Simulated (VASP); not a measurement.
# SrO: relaxation of cell and atoms with PBE

Crystal: SrO.

```
Sr O
1.0
     0.00000    2.56630    2.56630
     2.56630    0.00000    2.56630
     2.56630    2.56630    0.00000
Sr O
1 1
Direct
  0.50000 0.50000 0.50000
  0.00000 0.00000 0.00000
```

```
Program                : VASP 6.6.1
Task                   : relaxation of cell and atoms
Functional             : PBE
Potentials or basis    : VASP PAW PBE potentials, release 64 (Sr_sv, O)
Cutoff                 : 600 eV
k mesh                 : 9 × 9 × 9
Occupations            : fermi-dirac, width 0.05 eV
Spin                   : no spin polarisation
Target pressure        : 10 GPa
Dipole correction      : no
Further INCAR settings : ALGO = Normal; EDIFF = 1e-06; IBRION = 2; EDIFFG = -0.02; NSW = 80; ISIF = 3
```

- Relaxed volume: 16.01 Å³/atom
- Relaxed cell: a = 3.565 Å, b = 3.565 Å, c = 3.565 Å, α = 60.00°, β = 60.00°, γ = 60.00°
- Space group after relaxing (to 0.05 Å): Fm-3m (No. 225)
- Energy change on relaxing (the enthalpy is what falls): +37.5 meV/atom
- Ionic steps: 3
- Pressure after relaxing: 10.0 GPa
- Band gap on the k mesh: 3.28 eV, indirect (least direct gap 3.34 eV)

The path:
```tsv
step	energy change (eV)	largest force (eV/Å)	pressure (GPa)	volume (Å³)
1	0.0000	0.0000	3.83	33.80
2	0.1792	0.0000	15.81	30.72
3	0.0749	0.0000	9.98	32.03
```

Final structure:
```xyz
2
Lattice="0.0000 2.5205 2.5205 2.5205 0.0000 2.5205 2.5205 2.5205 0.0000" Properties=species:S:1:pos:R:3 pbc="T T T"
Sr    2.5205    2.5205    2.5205
O     0.0000    0.0000    0.0000
```

Levels at points of the mesh, in eV from the valence-band top:
```tsv
k point	band 4	band 5	band 6	band 7	band 8	band 9	band 10	band 11	band 12
(0.00, 0.00, 0.00)	-13.76	-13.76	0.00	0.00	0.00	4.43	6.34	6.34	6.34
```

It took 31 s on 1 thread of Intel(R) Xeon(R) Platinum 8488C (Sapphire Rapids), with other jobs on the host, peak memory 0.18 GiB.

Caveat: the cell is relaxed towards a set pressure, so the enthalpy falls and the energy may rise. A k mesh can miss the band edges.
